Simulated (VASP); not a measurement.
# Sr (Fm-3m) in VASP: further runs, part 2 of 2

VASP 6.6.1. Earlier steps stand in the parts before.

### Step 3. Single point, r2SCAN

This run uses another cell than the first one, of 55.19 Å³/atom, 1.021 times its volume.

POSCAR reads:

```
Sr
1.0
    0.0000000000      3.0219309284      3.0219309284
    3.0219309284      0.0000000000      3.0219309284
    3.0219309284      3.0219309284      0.0000000000
Sr
1
Direct
    0.0000000000      0.0000000000      0.0000000000
```

INCAR.step1 reads:

```
PREC     = Accurate       # precision mode
ENCUT    = 520            # plane-wave cutoff, eV
ISMEAR   = -1             # smearing method
SIGMA    = 0.05           # smearing width, eV
LREAL    = False          # projectors in reciprocal space
LASPH    = True           # aspherical terms in the spheres
NELM     = 80             # most SCF steps
NBANDS   = 11             # bands
GGA      = PE             # functional
ALGO     = Normal         # electronic algorithm
EDIFF    = 1E-4           # SCF threshold, eV
LWAVE    = True           # write WAVECAR
LCHARG   = False          # write CHGCAR
```

INCAR.step2 reads:

```
PREC     = Accurate       # precision mode
ENCUT    = 520            # plane-wave cutoff, eV
EDIFF    = 1E-7           # SCF threshold, eV
ISMEAR   = -1             # smearing method
SIGMA    = 0.05           # smearing width, eV
LREAL    = False          # projectors in reciprocal space
LASPH    = True           # aspherical terms in the spheres
NELM     = 80             # most SCF steps
ALGO     = Normal         # electronic algorithm
ISIF     = 2              # what is computed and relaxed
LWAVE    = False          # write WAVECAR
LCHARG   = False          # write CHGCAR
METAGGA  = R2SCAN         # meta-GGA
LMIXTAU  = True         
NBANDS   = 11             # bands
ISTART   = 1
```

KPOINTS reads:

```
Automatic mesh
0
Gamma
  8 8 8
```

Potentials or basis: VASP PAW PBE potentials, release 64 (Sr_sv).

Run with:

```bash
$ cat potpaw_PBE.64/Sr_sv/POTCAR > POTCAR
$ cp INCAR.step1 INCAR
$ mpirun -np 1 vasp_std > vasp.out
$ cp INCAR.step2 INCAR
$ mpirun -np 1 vasp_std > vasp.out
```

OUTCAR:

```text
PREC = Accurate
   ENCUT = 520
   EDIFF = 1E-7
   ISMEAR = -1
   LREAL = False
   LASPH = True
   NELM = 80
   ISIF = 2
   METAGGA = R2SCAN
   ISTART = 1

 ion  position               nearest neighbor table
   1  0.000  0.000  0.000-

  LATTYP: Found a face centered cubic cell.
 ALAT       =     6.0438618568

  Lattice vectors:

 A1 = (   0.0000000000,   3.0219309284,   3.0219309284)
 A2 = (   3.0219309284,   0.0000000000,   3.0219309284)
 A3 = (   3.0219309284,   3.0219309284,   0.0000000000)

Analysis of symmetry for initial positions (statically):
=====================================================================
 Subroutine PRICEL returns:
 Original cell was already a primitive cell.

 Routine SETGRP: Setting up the symmetry group for a
 face centered cubic supercell.

 Subroutine GETGRP returns: Found 48 space group operations
 (whereof 48 operations were pure point group operations)
 out of a pool of 48 trial point group operations.

The static configuration has the point symmetry O_h .

Analysis of symmetry for dynamics (positions and initial velocities):
=====================================================================
 Subroutine PRICEL returns:
 Original cell was already a primitive cell.

 Routine SETGRP: Setting up the symmetry group for a
 face centered cubic supercell.

 Subroutine GETGRP returns: Found 48 space group operations
 (whereof 48 operations were pure point group operations)
 out of a pool of 48 trial point group operations.

The dynamic configuration has the point symmetry O_h .

 Subroutine INISYM returns: Found 48 space group operations
 (whereof 48 operations are pure point group operations),
 and found     1 'primitive' translations

----------------------------------------------------------------------------------------

                                     Primitive cell
[... 106 lines left out ...]
   IALGO  =     38    algorithm
   IMIX   =      4    mixing-type and parameters
     AMIX     =   0.40;   BMIX     =  1.00
     AMIX_MAG =   1.60;   BMIX_MAG =  1.00
  volume/ion in A,a.u.               =      55.19       372.46
  Fermi-wavevector in a.u.,A,eV,Ry     =   0.926361  1.750569 11.675769  0.858145
  Thomas-Fermi vector in A             =   2.052315
   LORBIT       =      0    0 simple, 1 ext, 2 COOP (PROOUT), +10 PAW based schemes
   METAGGA = R2SCAN    functional components
   LHFCALC =     F    Hartree Fock is set to
   AEXX    =    0.0000 exact exchange contribution
   IVDW    =     0    specifies the selected vdW correction
   LEPSILON=     F    determine dielectric tensor
   LRPA    =     F    only Hartree local field effects (RPA)
 non-spin polarized calculation
  energy-cutoff  :      520.00
  volume of cell :       55.19
 maximum number of plane-waves:      1524
   NGX = 15   NGY = 15   NGZ = 15

 number of electron      10.0000000 magnetization

 Free energy of the ion-electron system (eV)
  ---------------------------------------------------
  ext. energy  EPLUGINS =         0.00000000
  ---------------------------------------------------
  free energy    TOTEN  =       -15.10465247 eV

  energy without entropy =      -15.09470716  energy(sigma->0) =      -15.09967982

 E-fermi :   1.5490     XC(G=0):  -7.7815

 val. band max:        1.5319503666   @ k =  -0.3750   0.3750   0.0000
 cond. band min:       1.5546339069   @ k =   0.5000   0.0000   0.0000
 fundamental gap:      0.0226835402
 Fermi energy:         1.5489747616

 k-point     1 :       0.0000    0.0000    0.0000
  band No.  band energies     occupation
      1     -36.4305      2.00000
      2     -17.6901      2.00000
      3     -17.6901      2.00000
      4     -17.6901      2.00000
      5      -2.2364      2.00000
      6       4.2933      0.00000
      7       4.2933      0.00000
      8       4.2933      0.00000
      9       5.8344      0.00000
     10       5.8344      0.00000
     11       9.1015      0.00000
[... 309 lines left out ...]
 k-point    24 :      -0.3750    0.2500    0.1250
  band No.  band energies     occupation
      1     -36.4131      2.00000
      2     -17.8643      2.00000
      3     -17.7699      2.00000
      4     -17.7339      2.00000
      5       1.2196      1.99725
      6       1.5583      0.90728
      7       3.1282      0.00000
      8       4.5672      0.00000
      9       6.4209      0.00000
     10       7.1601      0.00000
     11       7.4280      0.00000

 [... further k-points ...]
[... 5 lines left out ...]
  --------------------------------------------------------------------------------------
  -------------------------------------------------------------------------------------
  Total        0.1136492      0.1136492      0.1136492     -0.0000000     -0.0000000     -0.0000000
  in kB        3.2990830      3.2990830      3.2990830     -0.0000000     -0.0000000     -0.0000000
  external PRESSURE =       3.2990830 kB  Pullay stress =       0.0000000 kB

 VOLUME and BASIS-vectors are now :
 -----------------------------------------------------------------------------
  energy-cutoff  :      520.00
  volume of cell :       55.19
      direct lattice vectors                 reciprocal lattice vectors
     0.000000000  3.021930928  3.021930928    -0.165457124  0.165457124  0.165457124
     3.021930928  0.000000000  3.021930928     0.165457124 -0.165457124  0.165457124
     3.021930928  3.021930928  0.000000000     0.165457124  0.165457124 -0.165457124

 POSITION                                       TOTAL-FORCE (eV/Angst)
 -----------------------------------------------------------------------------------
      0.00000      0.00000      0.00000        -0.000000     -0.000000     -0.000000
 -----------------------------------------------------------------------------------
    total drift:                                0.000000      0.000000      0.000000

  FREE ENERGIE OF THE ION-ELECTRON SYSTEM (eV)
  ---------------------------------------------------
  free  energy   TOTEN  =       -15.1046524740 eV

  energy  without entropy=      -15.0947071638  energy(sigma->0) =      -15.09967982
```

OUTCAR.step1:

```text
PREC = Accurate
   ENCUT = 520
   ISMEAR = -1
   LREAL = False
   LASPH = True
   NELM = 80
[... 550 lines left out ...]
 POSITION                                       TOTAL-FORCE (eV/Angst)
 -----------------------------------------------------------------------------------
      0.00000      0.00000      0.00000        -0.000000     -0.000000      0.000000
 -----------------------------------------------------------------------------------
    total drift:                                0.000000      0.000000      0.000000

  FREE ENERGIE OF THE ION-ELECTRON SYSTEM (eV)
  ---------------------------------------------------
  free  energy   TOTEN  =        -1.6461900999 eV

  energy  without entropy=       -1.6380832543  energy(sigma->0) =       -1.64213668
```

Wall time 48 s (1 thread of Intel Xeon Platinum 8259CL at 2.50GHz (Skylake/Cascade Lake), shared host); peak memory 0.19 GiB.

Results:

```
Free energy            : -15.1047 eV
Pressure               : 0.3 GPa
Band gap on the k mesh : zero (band 5 reaches 1.69 eV, above the bottom of band 6 at 1.55 eV)
```

Caveat: the PAW data sets were made with another functional, which shifts forces and pressure a little.

### Step 4. Single point, r2SCAN

This run uses another cell than the first one, of 56.32 Å³/atom, 1.042 times its volume.

POSCAR reads:

```
Sr
1.0
    0.0000000000      3.0423500000      3.0423500000
    3.0423500000      0.0000000000      3.0423500000
    3.0423500000      3.0423500000      0.0000000000
Sr
1
Direct
    0.0000000000      0.0000000000      0.0000000000
```

INCAR.step1 reads:

```
  PREC = Accurate
  ENCUT = 520
  ISMEAR = -1
  SIGMA = 0.05
  LREAL = F
  LASPH = T
  NELM = 60
  NBANDS = 11
  GGA = PE
  ALGO = Normal
  EDIFF = 1E-4
  LWAVE = T
  LCHARG = F
```

INCAR.step2 reads:

```
  PREC = Accurate
  ENCUT = 520
  EDIFF = 1E-7
  ISMEAR = -1
  SIGMA = 0.05
  LREAL = F
  LASPH = T
  NELM = 60
  ALGO = Normal
  ISIF = 2
  LWAVE = F
  LCHARG = F
  METAGGA = R2SCAN
  LMIXTAU = T
  NBANDS = 11
  ISTART = 1
```

KPOINTS reads:

```
regular mesh
0
Gamma
  8 8 8
```

Potentials or basis: VASP PAW PBE potentials, release 64 (Sr_sv).

Run with:

```bash
$ cat potpaw_PBE.64/Sr_sv/POTCAR > POTCAR
$ cp INCAR.step1 INCAR
$ mpirun -np 1 vasp_std > vasp.out
$ cp INCAR.step2 INCAR
$ mpirun -np 1 vasp_std > vasp.out
```

OUTCAR:

```text
PREC = Accurate
   ENCUT = 520
   EDIFF = 1E-7
   ISMEAR = -1
   LREAL = F
   LASPH = T
   NELM = 60
   ISIF = 2
   METAGGA = R2SCAN
   ISTART = 1

 ion  position               nearest neighbor table
   1  0.000  0.000  0.000-

  LATTYP: Found a face centered cubic cell.
 ALAT       =     6.0847000000

  Lattice vectors:

 A1 = (   0.0000000000,   3.0423500000,   3.0423500000)
 A2 = (   3.0423500000,   0.0000000000,   3.0423500000)
 A3 = (   3.0423500000,   3.0423500000,   0.0000000000)

Analysis of symmetry for initial positions (statically):
=====================================================================
 Subroutine PRICEL returns:
 Original cell was already a primitive cell.

 Routine SETGRP: Setting up the symmetry group for a
 face centered cubic supercell.

 Subroutine GETGRP returns: Found 48 space group operations
 (whereof 48 operations were pure point group operations)
 out of a pool of 48 trial point group operations.

The static configuration has the point symmetry O_h .

Analysis of symmetry for dynamics (positions and initial velocities):
=====================================================================
 Subroutine PRICEL returns:
 Original cell was already a primitive cell.

 Routine SETGRP: Setting up the symmetry group for a
 face centered cubic supercell.

 Subroutine GETGRP returns: Found 48 space group operations
 (whereof 48 operations were pure point group operations)
 out of a pool of 48 trial point group operations.

The dynamic configuration has the point symmetry O_h .

 Subroutine INISYM returns: Found 48 space group operations
 (whereof 48 operations are pure point group operations),
 and found     1 'primitive' translations

----------------------------------------------------------------------------------------

                                     Primitive cell

  volume of cell :      56.3193

[... 105 lines left out ...]
     AMIX     =   0.40;   BMIX     =  1.00
     AMIX_MAG =   1.60;   BMIX_MAG =  1.00
  volume/ion in A,a.u.               =      56.32       380.06
  Fermi-wavevector in a.u.,A,eV,Ry     =   0.920144  1.738819 11.519569  0.846664
  Thomas-Fermi vector in A             =   2.045416
   LORBIT       =      0    0 simple, 1 ext, 2 COOP (PROOUT), +10 PAW based schemes
   METAGGA = R2SCAN    functional components
   LHFCALC =     F    Hartree Fock is set to
   AEXX    =    0.0000 exact exchange contribution
   IVDW    =     0    specifies the selected vdW correction
   LEPSILON=     F    determine dielectric tensor
   LRPA    =     F    only Hartree local field effects (RPA)
 non-spin polarized calculation
  energy-cutoff  :      520.00
  volume of cell :       56.32
 maximum number of plane-waves:      1540
   NGX = 15   NGY = 15   NGZ = 15

 number of electron      10.0000000 magnetization

 Free energy of the ion-electron system (eV)
  ---------------------------------------------------
  ext. energy  EPLUGINS =         0.00000000
  ---------------------------------------------------
  free energy    TOTEN  =       -15.10615298 eV

  energy without entropy =      -15.09572191  energy(sigma->0) =      -15.10093744

 E-fermi :   1.4763     XC(G=0):  -7.7175

 val. band max:        1.4760780018   @ k =  -0.3750   0.3750   0.0000
 cond. band min:       1.4788024787   @ k =  -0.3750   0.2500   0.1250
 fundamental gap:      0.0027244769
 Fermi energy:         1.4762580196

 k-point     1 :       0.0000    0.0000    0.0000
  band No.  band energies     occupation
      1     -36.5415      2.00000
      2     -17.8039      2.00000
      3     -17.8039      2.00000
      4     -17.8039      2.00000
      5      -2.2753      2.00000
      6       4.2008      0.00000
      7       4.2008      0.00000
      8       4.2008      0.00000
      9       5.7115      0.00000
     10       5.7115      0.00000
     11       8.9738      0.00000
[... 309 lines left out ...]
 k-point    24 :      -0.3750    0.2500    0.1250
  band No.  band energies     occupation
      1     -36.5256      2.00000
      2     -17.9661      2.00000
      3     -17.8783      2.00000
      4     -17.8449      2.00000
      5       1.1490      1.99713
      6       1.4788      0.97456
      7       3.0528      0.00000
      8       4.4674      0.00000
      9       6.2760      0.00000
     10       7.0039      0.00000
     11       7.2499      0.00000

 [... further k-points ...]
[... 5 lines left out ...]
  --------------------------------------------------------------------------------------
  -------------------------------------------------------------------------------------
  Total        0.0292177      0.0292177      0.0292177      0.0000000     -0.0000000      0.0000000
  in kB        0.8311888      0.8311888      0.8311888      0.0000000     -0.0000000      0.0000000
  external PRESSURE =       0.8311888 kB  Pullay stress =       0.0000000 kB

 VOLUME and BASIS-vectors are now :
 -----------------------------------------------------------------------------
  energy-cutoff  :      520.00
  volume of cell :       56.32
      direct lattice vectors                 reciprocal lattice vectors
     0.000000000  3.042350000  3.042350000    -0.164346640  0.164346640  0.164346640
     3.042350000  0.000000000  3.042350000     0.164346640 -0.164346640  0.164346640
     3.042350000  3.042350000  0.000000000     0.164346640  0.164346640 -0.164346640

 POSITION                                       TOTAL-FORCE (eV/Angst)
 -----------------------------------------------------------------------------------
      0.00000      0.00000      0.00000         0.000000     -0.000000      0.000000
 -----------------------------------------------------------------------------------
    total drift:                                0.000000      0.000000     -0.000000

  FREE ENERGIE OF THE ION-ELECTRON SYSTEM (eV)
  ---------------------------------------------------
  free  energy   TOTEN  =       -15.1061529828 eV

  energy  without entropy=      -15.0957219067  energy(sigma->0) =      -15.10093744
```

Wall time 53 s (1 thread of Intel Xeon Platinum 8259CL at 2.50GHz (Skylake/Cascade Lake), shared host); peak memory 0.19 GiB.

Results:

| Property | Result |
| --- | --- |
| Free energy | -15.1062 eV |
| Pressure | 0.1 GPa |
| Band gap on the k mesh | zero (band 5 reaches 1.64 eV, above the bottom of band 6 at 1.46 eV) |

Levels at points of the mesh, in eV from the Fermi level:
```tsv
k point	band 1	band 2	band 3	band 4	band 5	band 6	band 7	band 8	band 9	band 10
(0.00, 0.00, 0.00)	-38.02	-19.28	-19.28	-19.28	-3.75	2.72	2.72	2.72	4.24	4.24
(0.50, 0.00, 0.00)	-38.00	-19.47	-19.31	-19.31	-1.00	-0.02	2.53	2.53	5.29	5.29
(0.50, 0.50, 0.00)	-38.00	-19.46	-19.35	-19.35	-0.53	0.56	1.04	5.29	5.60	5.60
```

Caveat: the PAW data sets were made with another functional, which shifts forces and pressure a little.

### Step 5. Single point, r2SCAN

This run uses another cell than the first one, of 57.45 Å³/atom, 1.063 times its volume.

POSCAR reads:

```
Sr
1.0
    0.0000000000      3.0624986004      3.0624986004
    3.0624986004      0.0000000000      3.0624986004
    3.0624986004      3.0624986004      0.0000000000
Sr
1
Direct
    0.0000000000      0.0000000000      0.0000000000
```

INCAR.step1 reads:

```
  PREC = Accurate
  ENCUT = 520
  ISMEAR = -1
  SIGMA = 0.05
  LREAL = False
  LASPH = True
  NELM = 60
  NBANDS = 11
  GGA = PE
  ALGO = Normal
  EDIFF = 1E-4
  LWAVE = True
  LCHARG = False
```

INCAR.step2 reads:

```
  PREC = Accurate
  ENCUT = 520
  EDIFF = 1E-6
  ISMEAR = -1
  SIGMA = 0.05
  LREAL = False
  LASPH = True
  NELM = 60
  ALGO = Normal
  ISIF = 2
  LWAVE = False
  LCHARG = False
  METAGGA = R2SCAN
  LMIXTAU = True
  NBANDS = 11
  ISTART = 1
```

KPOINTS reads:

```
Automatic mesh
0
Gamma
  8 8 8
```

Run with:

```bash
$ cat potpaw_PBE.64/Sr_sv/POTCAR > POTCAR
$ cp INCAR.step1 INCAR
$ mpirun -np 1 vasp_std > vasp.out
$ cp INCAR.step2 INCAR
$ mpirun -np 1 vasp_std > vasp.out
```

It took 45 s on 1 thread of Intel Xeon Platinum 8259CL at 2.50GHz (Skylake/Cascade Lake), shared host; peak memory 0.19 GiB.

It converged, with:

| Item | Value |
| --- | --- |
| Free energy | -15.1060 eV |
| Pressure | -0.1 GPa |
| Band gap on the k mesh | zero (band 5 reaches 1.58 eV, above the bottom of band 6 at 1.37 eV) |

Levels at points of the mesh, in eV from the Fermi level:
```csv
k point,band 1,band 2,band 3,band 4,band 5,band 6,band 7,band 8,band 9,band 10
"(0.00, 0.00, 0.00)",-38.06,-19.32,-19.32,-19.32,-3.72,2.70,2.70,2.70,4.19,4.19
"(0.50, 0.00, 0.00)",-38.04,-19.50,-19.34,-19.34,-0.99,-0.04,2.52,2.52,5.22,5.22
"(0.50, 0.50, 0.00)",-38.04,-19.49,-19.38,-19.38,-0.50,0.58,1.00,5.22,5.52,5.52
```

Caveat: the PAW data sets were made with another functional, which shifts forces and pressure a little.

### Step 6. Single point, r2SCAN

This run uses another cell than the first one, of 58.57 Å³/atom, 1.083 times its volume.

POSCAR reads:

```
Sr
1.0
    0.0000000000      3.0823855122      3.0823855122
    3.0823855122      0.0000000000      3.0823855122
    3.0823855122      3.0823855122      0.0000000000
Sr
1
Direct
    0.0000000000      0.0000000000      0.0000000000
```

INCAR.step1 reads:

```
SYSTEM = Sr
PREC = Accurate
ENCUT = 520
ISMEAR = -1
SIGMA = 0.05
LREAL = .FALSE.
LASPH = .TRUE.
NELM = 80
NBANDS = 11
GGA = PE
ALGO = Normal
EDIFF = 1E-4
LWAVE = .TRUE.
LCHARG = .FALSE.
```

INCAR.step2 reads:

```
SYSTEM = Sr
PREC = Accurate
ENCUT = 520
EDIFF = 1E-6
ISMEAR = -1
SIGMA = 0.05
LREAL = .FALSE.
LASPH = .TRUE.
NELM = 80
ALGO = Normal
ISIF = 2
LWAVE = .FALSE.
LCHARG = .FALSE.
METAGGA = R2SCAN
LMIXTAU = .TRUE.
NBANDS = 11
ISTART = 1
```

KPOINTS reads:

```
Automatic mesh
0
G
  8 8 8
  0 0 0
```

Potentials or basis: VASP PAW PBE potentials, release 64 (Sr_sv).

Run with:

```bash
$ cat potpaw_PBE.64/Sr_sv/POTCAR > POTCAR
$ cp INCAR.step1 INCAR
$ mpirun -np 1 vasp_std > vasp.out
$ cp INCAR.step2 INCAR
$ mpirun -np 1 vasp_std > vasp.out
```

Wall time 45 s (1 thread of Intel Xeon Platinum 8259CL at 2.50GHz (Skylake/Cascade Lake), shared host); peak memory 0.18 GiB.

Results (log left out):

```
Free energy            : -15.1043 eV
Pressure               : -0.4 GPa
Band gap on the k mesh : zero (band 5 reaches 1.53 eV, above the bottom of band 6 at 1.29 eV)
```

Levels at points of the mesh, in eV from the Fermi level:
```tsv
k point	band 1	band 2	band 3	band 4	band 5	band 6	band 7	band 8	band 9	band 10
(0.00, 0.00, 0.00)	-38.09	-19.36	-19.36	-19.36	-3.69	2.69	2.69	2.69	4.14	4.14
(0.50, 0.00, 0.00)	-38.08	-19.52	-19.38	-19.38	-0.98	-0.05	2.50	2.50	5.15	5.15
(0.50, 0.50, 0.00)	-38.08	-19.51	-19.42	-19.42	-0.48	0.60	0.97	5.15	5.44	5.44
```

Caveat: the PAW data sets were made with another functional, which shifts forces and pressure a little.

### Step 7. Summary

| cell | gap on the mesh (eV) | pressure (GPa) |
| --- | --- | --- |
| a = 4.244 Å, angles 60.0°, 1 atom | none | 0.6 |
| a = 4.274 Å, angles 60.0°, 1 atom | none | 0.3 |
| a = 4.303 Å, angles 60.0°, 1 atom | none | 0.1 |
| a = 4.331 Å, angles 60.0°, 1 atom | none | -0.1 |
| a = 4.359 Å, angles 60.0°, 1 atom | none | -0.4 |

Alike in all rows: task single point; level r2SCAN; potentials or basis VASP PAW PBE potentials, release 64 (Sr_sv); no spin polarisation; k mesh 8 × 8 × 8; cutoff (eV) 520; smearing fermi-dirac 0.05 eV.

Caveats: the PAW data sets were made with another functional, which shifts forces and pressure a little.

Total energies depend on the potentials used, so only differences within one code and one set of settings carry meaning.
